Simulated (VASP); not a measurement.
# GaN (P6_3mc) in VASP: notebook

GaN is run at these levels: LDA; tasks: single point.

All numbers are computed with VASP 6.6.1; they aren't measurements. Logs are shortened: lines on timing, memory, paths and dates and some standing lists are left out, and cuts for length are marked.

**1. The cell of the first run**

Symmetry: P6_3mc, No. 186, hexagonal system. The conventional cell has a = 3.136 Å, b = 3.136 Å, c = 5.151 Å, α = 90.00°, β = 90.00°, γ = 120.00°. Within 2.5 Å of Ga (site symmetry 3m) lie 4 N at 1.92 to 1.93 Å. Within 2.5 Å of N (site symmetry 3m) lie 4 Ga at 1.92 to 1.93 Å.

**2. Single point, LDA**

Input file INCAR:

```
PREC = Accurate
ENCUT = 520
EDIFF = 1E-6
ISMEAR = 0
SIGMA = 0.01
LREAL = False
LASPH = True
NELM = 80
ALGO = Normal
ISIF = 2
LWAVE = False
LCHARG = True
GGA = CA
LELF = True
LVHAR = True
NBANDS = 26
```

Input file KPOINTS:

```
regular mesh
0
Gamma
  8 8 5
```

Input file POSCAR:

```
GaN
1.0
    3.1359885598      0.0000000000      0.0000000000
   -1.5679942799      2.7158457588      0.0000000000
    0.0000000000      0.0000000000      5.1509264399
Ga N
2 2
Direct
    0.3333333333      0.6666666667      0.0009489515
    0.6666666667      0.3333333333      0.5009489515
    0.3333333333      0.6666666667      0.3760510485
    0.6666666667      0.3333333333      0.8760510485
```

Potentials or basis: VASP PAW LDA potentials, release 64 (Ga_d, N).

Command:

```sh
$ cat potpaw_LDA.64/Ga_d/POTCAR potpaw_LDA.64/N/POTCAR > POTCAR
$ mpirun -np 1 vasp_std > vasp.out
```

OUTCAR:

```text
PREC = Accurate
   ENCUT = 520
   EDIFF = 1E-6
   ISMEAR = 0
   LREAL = False
   LASPH = True
   NELM = 80
   ISIF = 2
   GGA = CA

 ion  position               nearest neighbor table
   1  0.333  0.667  0.001-   4 1.92   4 1.92   4 1.92   3 1.93
   2  0.667  0.333  0.501-   3 1.92   3 1.92   3 1.92   4 1.93
   3  0.333  0.667  0.376-   2 1.92   2 1.92   2 1.92   1 1.93
   4  0.667  0.333  0.876-   1 1.92   1 1.92   1 1.92   2 1.93

  LATTYP: Found a hexagonal cell.
 ALAT       =     3.1359885598
 C/A-ratio  =     1.6425208006

  Lattice vectors:

 A1 = (   3.1359885598,   0.0000000000,   0.0000000000)
 A2 = (  -1.5679942799,   2.7158457588,   0.0000000000)
 A3 = (   0.0000000000,   0.0000000000,   5.1509264399)

Analysis of symmetry for initial positions (statically):
=====================================================================
 Subroutine PRICEL returns:
 Original cell was already a primitive cell.

 Routine SETGRP: Setting up the symmetry group for a
 hexagonal supercell.

 Subroutine GETGRP returns: Found 12 space group operations
 (whereof  6 operations were pure point group operations)
 out of a pool of 24 trial point group operations.

The static configuration has the point symmetry C_3v.
 The point group associated with its full space group is C_6v.

Analysis of symmetry for dynamics (positions and initial velocities):
=====================================================================
 Subroutine PRICEL returns:
 Original cell was already a primitive cell.

 Routine SETGRP: Setting up the symmetry group for a
 hexagonal supercell.

 Subroutine GETGRP returns: Found 12 space group operations
 (whereof  6 operations were pure point group operations)
 out of a pool of 24 trial point group operations.

The dynamic configuration has the point symmetry C_3v.
 The point group associated with its full space group is C_6v.

 Subroutine INISYM returns: Found 12 space group operations
 (whereof  6 operations are pure point group operations),
 and found     1 'primitive' translations

----------------------------------------------------------------------------------------

                                     Primitive cell

  volume of cell :      43.8697

  direct lattice vectors                    reciprocal lattice vectors
     3.135988560  0.000000000  0.000000000     0.318878714  0.184104712  0.000000000
    -1.567994280  2.715845759  0.000000000     0.000000000  0.368209423  0.000000000
     0.000000000  0.000000000  5.150926440     0.000000000  0.000000000  0.194139833

  length of vectors
     3.135988560  3.135988560  5.150926440     0.368209423  0.368209423  0.194139833

  position of ions in fractional coordinates (direct lattice)
     0.333333333  0.666666667  0.000948951
     0.666666667  0.333333333  0.500948951
     0.333333333  0.666666667  0.376051049
     0.666666667  0.333333333  0.876051049

  ion indices of the primitive-cell ions
   primitive index   ion index
                 1           1
                 2           2
                 3           3
                 4           4

----------------------------------------------------------------------------------------

 KPOINTS: regular mesh

Automatic generation of k-mesh.
 Grid dimensions read from file:
 generate k-points for:    8    8    5

 Generating k-lattice:

  Cartesian coordinates                     Fractional coordinates (reciprocal lattice)
     0.039859839  0.023013089  0.000000000     0.125000000 -0.000000000  0.000000000
     0.000000000  0.046026178  0.000000000     0.000000000  0.125000000  0.000000000
     0.000000000  0.000000000  0.038827967     0.000000000  0.000000000  0.200000000

  Length of vectors
     0.046026178  0.046026178  0.038827967

  Shift w.r.t. Gamma in fractional coordinates (k-lattice)
     0.000000000  0.000000000  0.000000000

 Subroutine IBZKPT returns following result:
 ===========================================

 Found     30 irreducible k-points:

 Following reciprocal coordinates:
            Coordinates               Weight
  0.000000  0.000000  0.000000      1.000000
  0.125000 -0.000000  0.000000      6.000000
  0.250000 -0.000000  0.000000      6.000000
  0.375000  0.000000  0.000000      6.000000
  0.500000 -0.000000  0.000000      3.000000
  0.125000  0.125000  0.000000      6.000000
[... 16 lines left out ...]
  0.250000 -0.000000  0.400000     12.000000
  0.375000  0.000000  0.400000     12.000000
 [... further k-points ...]
   k-points           NKPTS =     30   k-points in BZ     NKDIM =     30   number of bands    NBANDS=     26
   number of dos      NEDOS =    301   number of ions     NIONS =      4
   total plane-waves  NPLWV =  23040
   dimension x,y,z NGX =    24 NGY =   24 NGZ =   40
   dimension x,y,z NGXF=    48 NGYF=   48 NGZF=   80
   ions per type =               2   2
   NGX,Y,Z   is equivalent  to a cutoff of  12.72, 12.72, 12.91 a.u.
   NGXF,Y,Z  is equivalent  to a cutoff of  25.45, 25.45, 25.82 a.u.
 SYSTEM =  unknown system
   PREC   = accura    normal or accurate (medium, high low for compatibility)
   ISTART =      0    job   : 0-new  1-cont  2-samecut
   ICHARG =      2    charge: 1-file 2-atom 10-const
   ISPIN  =      1    spin polarized calculation?
   LNONCOLLINEAR =      F non collinear calculations
   LSORBIT =      F    spin-orbit coupling
   LASPH  =      T    aspherical Exc in radial PAW
   ENCUT  =  520.0 eV  38.22 Ry    6.18 a.u.   5.83  5.83  9.58*2*pi/ulx,y,z
   NELM   =     80;   NELMIN=  2; NELMDL= -5     # of ELM steps
   EDIFF  = 0.1E-05   stopping-criterion for ELM
   LREAL  =      F    real-space projection
   EDIFFG = 0.1E-04   stopping-criterion for IOM
   NSW    =      0    number of steps for IOM
   IBRION =     -1    ionic relax: 0-MD 1-quasi-New 2-CG
   NFREE  =      0    steps in history (QN), initial steepest desc. (CG)
   ISIF   =      2    stress and relaxation
   ISYM   =      2    0-nonsym 1-usesym 2-fastsym
   POTIM  = 0.5000    time-step for ionic-motion
   TEBEG  =    0.0;   TEEND  =   0.0 temperature during run
   PSTRESS=    0.0 pullay stress
   NELECT =      36.0000    total number of electrons
   NUPDOWN=      -1.0000    fix difference up-down
   EMIN   =  10.00;   EMAX   =-10.00  energy-range for DOS
   EFERMI =   0.00;   METHOD = LEGACY
   ISMEAR =     0;   SIGMA  =   0.01  broadening in eV -4-tet -1-fermi 0-gaus
   EFERMI_NEDOS =   21; number of points for ismear=-14 and -15
   IALGO  =     38    algorithm
   IMIX   =      4    mixing-type and parameters
     AMIX     =   0.40;   BMIX     =  1.00
     AMIX_MAG =   1.60;   BMIX_MAG =  1.00
  volume/ion in A,a.u.               =      10.97        74.01
  Fermi-wavevector in a.u.,A,eV,Ry     =   1.532689  2.896362 31.961928  2.349135
  Thomas-Fermi vector in A             =   2.639860
   LORBIT       =      0    0 simple, 1 ext, 2 COOP (PROOUT), +10 PAW based schemes
   GGA     = CA    functional components
   LHFCALC =     F    Hartree Fock is set to
   AEXX    =    0.0000 exact exchange contribution
   IVDW    =     0    specifies the selected vdW correction
   LEPSILON=     F    determine dielectric tensor
   LRPA    =     F    only Hartree local field effects (RPA)
 non-spin polarized calculation
 Gauss-broadening in eV      SIGMA  =   0.01
  energy-cutoff  :      520.00
  volume of cell :       43.87
 maximum number of plane-waves:      1200
 NGX is ok and might be reduce to    24
   NGX = 11   NGY = 11   NGZ = 19

 number of electron      36.0000029 magnetization

 Free energy of the ion-electron system (eV)
  ---------------------------------------------------
  ext. energy  EPLUGINS =         0.00000000
  ---------------------------------------------------
  free energy    TOTEN  =       -27.90363760 eV

  energy without entropy =      -27.90363760  energy(sigma->0) =      -27.90363760

 E-fermi :   5.6614     XC(G=0): -12.3406

 val. band max:        5.5458150649   @ k =   0.0000   0.0000   0.0000
 cond. band min:       7.7112372286   @ k =   0.0000   0.0000   0.0000
 fundamental gap:      2.1654221637
 Fermi energy:         5.6614328072

 k-point     1 :       0.0000    0.0000    0.0000
  band No.  band energies     occupation
      1     -10.6824      2.00000
      2      -9.6778      2.00000
      3      -8.0726      2.00000
      4      -8.0521      2.00000
      5      -8.0521      2.00000
      6      -7.9844      2.00000
[... 18 lines left out ...]
     25      17.4112      0.00000
     26      17.4112      0.00000

 k-point     2 :       0.1250   -0.0000    0.0000
  band No.  band energies     occupation
      1     -10.5165      2.00000
      2      -9.6358      2.00000
      3      -8.0531      2.00000
      4      -8.0277      2.00000
      5      -8.0058      2.00000
      6      -7.9635      2.00000
[... 18 lines left out ...]
     25      16.8731      0.00000
     26      17.7384      0.00000

 k-point     3 :       0.2500   -0.0000    0.0000
  band No.  band energies     occupation
      1     -10.1253      2.00000
      2      -9.5568      2.00000
      3      -8.0095      2.00000
      4      -7.9846      2.00000
      5      -7.9195      2.00000
      6      -7.8683      2.00000
[... 18 lines left out ...]
     25      17.0587      0.00000
     26      18.3103      0.00000

 k-point     4 :       0.3750    0.0000    0.0000
  band No.  band energies     occupation
      1      -9.7910      2.00000
      2      -9.5074      2.00000
      3      -7.9969      2.00000
      4      -7.9684      2.00000
      5      -7.8762      2.00000
      6      -7.8131      2.00000
[... 18 lines left out ...]
     25      17.5202      0.00000
     26      18.8946      0.00000
[... 496 lines left out ...]
      1     -10.1164      2.00000
      2      -9.8303      2.00000
      3      -8.0233      2.00000
      4      -8.0093      2.00000
      5      -8.0009      2.00000
      6      -7.9852      2.00000
[... 18 lines left out ...]
     25      16.2544      0.00000
     26      16.7746      0.00000

 k-point    23 :       0.2500   -0.0000    0.4000
  band No.  band energies     occupation
      1      -9.8393      2.00000
      2      -9.6608      2.00000
      3      -7.9973      2.00000
      4      -7.9683      2.00000
      5      -7.9466      2.00000
      6      -7.9105      2.00000
[... 18 lines left out ...]
     25      16.9858      0.00000
     26      17.6117      0.00000

 k-point    24 :       0.3750    0.0000    0.4000
  band No.  band energies     occupation
      1      -9.6317      2.00000
      2      -9.5446      2.00000
      3      -8.0074      2.00000
      4      -7.9700      2.00000
      5      -7.9032      2.00000
      6      -7.8465      2.00000
[... 18 lines left out ...]
     25      17.2764      0.00000
     26      18.2649      0.00000

 [... further k-points ...]
[... 5 lines left out ...]
  --------------------------------------------------------------------------------------
  -------------------------------------------------------------------------------------
  Total        0.9714912      0.9714912      0.3247398      0.0000000      0.0000000      0.0000000
  in kB       35.4800747     35.4800747     11.8599025      0.0000000      0.0000000      0.0000000
  external PRESSURE =      27.6066840 kB  Pullay stress =       0.0000000 kB

 VOLUME and BASIS-vectors are now :
 -----------------------------------------------------------------------------
  energy-cutoff  :      520.00
  volume of cell :       43.87
      direct lattice vectors                 reciprocal lattice vectors
     3.135988560  0.000000000  0.000000000     0.318878714  0.184104712  0.000000000
    -1.567994280  2.715845759  0.000000000     0.000000000  0.368209423  0.000000000
     0.000000000  0.000000000  5.150926440     0.000000000  0.000000000  0.194139833

 POSITION                                       TOTAL-FORCE (eV/Angst)
 -----------------------------------------------------------------------------------
     -0.00000      1.81056      0.00489        -0.000000      0.000000      0.003442
      1.56799      0.90528      2.58035         0.000000      0.000000      0.003442
     -0.00000      1.81056      1.93701         0.000000     -0.000000     -0.003442
      1.56799      0.90528      4.51247        -0.000000      0.000000     -0.003442
 -----------------------------------------------------------------------------------
    total drift:                               -0.000000     -0.000001      0.000281

  FREE ENERGIE OF THE ION-ELECTRON SYSTEM (eV)
  ---------------------------------------------------
  free  energy   TOTEN  =       -27.9036376005 eV

  energy  without entropy=      -27.9036376005  energy(sigma->0) =      -27.90363760
```

Wall time 59 s (1 thread of Intel Xeon 8259CL, shared host); peak memory 0.16 GiB.

What came out:

```yaml
Free_energy: -27.9036 eV
Pressure: 2.8 GPa
Largest_force: 0.003 eV/Å
Band_gap_on_the_k_mesh: 2.17 eV
```

Forces on the atoms (eV/Å):
```
Ga   0.000  0.000  0.003
Ga   0.000  0.000  0.003
N    0.000  0.000 -0.003
N    0.000  0.000 -0.003
```

**3. Single point, LDA**

Input file INCAR:

```
SYSTEM = GaN
PREC = Accurate
ENCUT = 520
EDIFF = 1E-7
ISMEAR = 0
SIGMA = 0.01
LREAL = .False.
LASPH = .True.
NELM = 80
ALGO = Normal
ISIF = 2
LWAVE = .False.
LCHARG = .True.
LELF = .True.
LVHAR = .True.
NBANDS = 26
```

Input file KPOINTS:

```
Automatic mesh
0
Gamma
  8 8 5
  0 0 0
```

Input file POSCAR:

```
GaN
1.0
    3.1359885598      0.0000000000      0.0000000000
   -1.5679942799      2.7158457588      0.0000000000
    0.0000000000      0.0000000000      5.1512394768
Ga N
2 2
Direct
    0.3333333333      0.6666666667      0.0002938746
    0.6666666667      0.3333333333      0.5002938746
    0.3333333333      0.6666666667      0.3767061254
    0.6666666667      0.3333333333      0.8767061254
```

Potentials or basis: VASP PAW LDA potentials, release 64 (Ga_d, N).

Command:

```sh
$ cat potpaw_LDA.64/Ga_d/POTCAR potpaw_LDA.64/N/POTCAR > POTCAR
$ mpirun -np 1 vasp_std > vasp.out
```

OUTCAR:

```text
SYSTEM = GaN
   PREC = Accurate
   ENCUT = 520
   EDIFF = 1E-7
   ISMEAR = 0
   LREAL = .False.
   LASPH = .True.
   NELM = 80
   ISIF = 2

 ion  position               nearest neighbor table
   1  0.333  0.667  0.000-   4 1.92   4 1.92   4 1.92   3 1.94
   2  0.667  0.333  0.500-   3 1.92   3 1.92   3 1.92   4 1.94
   3  0.333  0.667  0.377-   2 1.92   2 1.92   2 1.92   1 1.94
   4  0.667  0.333  0.877-   1 1.92   1 1.92   1 1.92   2 1.94

  LATTYP: Found a hexagonal cell.
 ALAT       =     3.1359885598
 C/A-ratio  =     1.6426206214

  Lattice vectors:

[... 887 lines left out ...]

 [... further k-points ...]
[... 5 lines left out ...]
  --------------------------------------------------------------------------------------
  -------------------------------------------------------------------------------------
  Total        1.0405346      1.0405346      0.1566553      0.0000000      0.0000000      0.0000000
  in kB       37.9993171     37.9993171      5.7209015      0.0000000      0.0000000      0.0000000
  external PRESSURE =      27.2398452 kB  Pullay stress =       0.0000000 kB

 VOLUME and BASIS-vectors are now :
 -----------------------------------------------------------------------------
  energy-cutoff  :      520.00
  volume of cell :       43.87
      direct lattice vectors                 reciprocal lattice vectors
     3.135988560  0.000000000  0.000000000     0.318878714  0.184104712  0.000000000
    -1.567994280  2.715845759  0.000000000     0.000000000  0.368209423  0.000000000
     0.000000000  0.000000000  5.151239477     0.000000000  0.000000000  0.194128035

 POSITION                                       TOTAL-FORCE (eV/Angst)
 -----------------------------------------------------------------------------------
     -0.00000      1.81056      0.00151         0.000000     -0.000000      0.089614
      1.56799      0.90528      2.57713        -0.000000      0.000000      0.089614
     -0.00000      1.81056      1.94050         0.000000      0.000000     -0.089614
      1.56799      0.90528      4.51612        -0.000000     -0.000000     -0.089614
 -----------------------------------------------------------------------------------
    total drift:                               -0.000000     -0.000001      0.000596

  FREE ENERGIE OF THE ION-ELECTRON SYSTEM (eV)
  ---------------------------------------------------
  free  energy   TOTEN  =       -27.9030194689 eV

  energy  without entropy=      -27.9030194689  energy(sigma->0) =      -27.90301947
```

OSZICAR:

```text
N       E                     dE             d eps       ncg     rms          rms(c)
DAV:   1     0.272591970952E+03    0.27259E+03   -0.17679E+04  1732   0.261E+03
DAV:   2     0.335735605768E+01   -0.26923E+03   -0.25397E+03  1680   0.493E+02
DAV:   3    -0.310154837749E+02   -0.34373E+02   -0.33894E+02  1838   0.141E+02
DAV:   4    -0.320838409143E+02   -0.10684E+01   -0.10637E+01  1796   0.261E+01
DAV:   5    -0.321046785500E+02   -0.20838E-01   -0.20826E-01  1900   0.370E+00    0.108E+01
DAV:   6    -0.279378490532E+02    0.41668E+01   -0.10129E+01  2578   0.513E+01    0.317E+00
DAV:   7    -0.279637618320E+02   -0.25913E-01   -0.12573E+00  1666   0.830E+00    0.259E+00
DAV:   8    -0.279264313655E+02    0.37330E-01   -0.24826E-01  2564   0.524E+00    0.134E+00
DAV:   9    -0.279025145235E+02    0.23917E-01   -0.65481E-02  2524   0.401E+00    0.376E-01
DAV:  10    -0.279032515049E+02   -0.73698E-03   -0.59748E-03  1644   0.559E-01    0.182E-01
DAV:  11    -0.279030260158E+02    0.22549E-03   -0.11032E-03  2378   0.626E-01    0.714E-02
DAV:  12    -0.279030460873E+02   -0.20072E-04   -0.14509E-04  1642   0.749E-02    0.987E-02
DAV:  13    -0.279030298519E+02    0.16235E-04   -0.10982E-05  2454   0.343E-02    0.668E-02
DAV:  14    -0.279030217978E+02    0.80541E-05   -0.10611E-05  2560   0.307E-02    0.312E-02
DAV:  15    -0.279030207273E+02    0.10705E-05   -0.14906E-06  2318   0.918E-03    0.218E-02
DAV:  16    -0.279030194606E+02    0.12667E-05   -0.22086E-06  1992   0.174E-02    0.618E-03
DAV:  17    -0.279030194689E+02   -0.83101E-08   -0.75440E-07  1750   0.532E-03
   1 F= -.27903019E+02 E0= -.27903019E+02  d E =-.568230E-68
```

stdout:

```text
POSCAR found type information on POSCAR GaN
 POSCAR found :  2 types and       4 ions
 scaLAPACK will be used
 LDA part: xc-table for (Slater(with rela. corr.)+CA(PZ))
 , standard interpolation
 POSCAR, INCAR and KPOINTS ok, starting setup
 FFT: planning ... GRIDC
 FFT: planning ... GRID_SOFT
 FFT: planning ... GRID
 WAVECAR not read
 entering main loop
```

Run time: 64 s. Hardware: 1 thread of Intel Xeon 8259CL, shared host; peak memory 0.15 GiB.

Results:

| Item | Value |
| --- | --- |
| Free energy | -27.9030 eV |
| Pressure | 2.7 GPa |
| Largest force | 0.090 eV/Å |
| Band gap on the k mesh | 2.17 eV |

Forces in eV/Å, atoms in the order of the input:
```
Ga   0.000  0.000  0.090
Ga   0.000  0.000  0.090
N    0.000  0.000 -0.090
N    0.000  0.000 -0.090
```

Levels at points of the mesh, in eV from the valence-band top:
```
           k point  band 16  band 17  band 18  band 19  band 20  band 21
(0.00, 0.00, 0.00)    -0.08     0.00     0.00     2.17     4.50     9.20
(0.50, 0.00, 0.00)    -2.89    -2.37    -1.08     5.07     5.68     5.97
```
